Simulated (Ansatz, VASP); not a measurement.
One calculation of Ga4As3P, two programs

```
P Ga As
1.0
    -2.77754    2.77754    5.55396
     2.77754   -2.77754    5.55396
     2.77754    2.77754   -5.55396
P Ga As
1 4 3
Direct
  0.00000 0.00000 0.00000
  0.63332 0.63332 0.51236
  0.87903 0.36668 0.00000
  0.12097 0.12097 0.48764
  0.36668 0.87903 0.00000
  0.25000 0.75000 0.50000
  0.50000 0.50000 0.00000
  0.75000 0.25000 0.50000
```

Alike in both runs: task single point; functional r2SCAN; k mesh 6 × 6 × 6; no spin polarisation.

```csv
,VASP,Ansatz
version,VASP 6.6.1,Ansatz 0.2.0
potentials or method,"VASP PAW PBE potentials, release 64 (P, Ga_d, As)","plane waves, PAW"
plane-wave cutoff (eV),520,500
occupations,"gaussian, width 0.01 eV",fixed
valence electrons in the cell,72,102
```

|  | VASP | Ansatz | Ansatz less VASP |
| --- | --- | --- | --- |
| gap on the k mesh at the Fermi level (eV) | 1.52 | 1.54 | +0.020 |
| pressure (GPa) | 2.6 | 2.5 | -0.09 |
| rms of the force components (eV/Å) | 0.005 | 0.003 | -0.0022 |

VASP's potentials were made for PBE, not for r2SCAN. VASP's potentials hold 72 valence electrons a cell and Ansatz's 102, so a difference there can come from the potentials and not from the codes.
